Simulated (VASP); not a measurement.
Input of a VASP 6.6.1 run:

The input INCAR:

```
SYSTEM = TiCo3
PREC = Accurate
ENCUT = 520
EDIFF = 1E-6
ISMEAR = 0
SIGMA = 0.15
LREAL = .FALSE.
LASPH = .TRUE.
NELM = 150
ALGO = Normal
ISIF = 2
LWAVE = .FALSE.
LCHARG = .FALSE.
ISPIN = 2
MAGMOM = 0.4 0.88 0.88 0.88
LORBIT = 11
NUPDOWN = 3.04
LMAXMIX = 4
GGA = PS
NBANDS = 32
```

KPOINTS

```
Automatic mesh
0
G
  12 12 12
  0 0 0
```

Contents of POSCAR:

```
TiCo3
1.0
    3.5280257688      0.0000000000      0.0000000000
    0.0000000000      3.5280257688      0.0000000000
    0.0000000000      0.0000000000      3.5280257688
Ti Co
1 3
Direct
    0.0000000000      0.0000000000      0.0000000000
    0.0000000000      0.5000000000      0.5000000000
    0.5000000000      0.0000000000      0.5000000000
    0.5000000000      0.5000000000      0.0000000000
```

Potentials or basis: VASP PAW PBE potentials, release 64 (Ti_sv, Co).

Run with:

```console
$ cat potpaw_PBE.64/Ti_sv/POTCAR potpaw_PBE.64/Co/POTCAR > POTCAR
$ mpirun -np 1 vasp_std > vasp.out
```

Task: What does it give for the pressure?

Result: 5.6 GPa.

Caveat: the PAW data sets were made with another functional, which shifts forces and pressure a little; the total moment is fixed, so each spin has its own Fermi level.
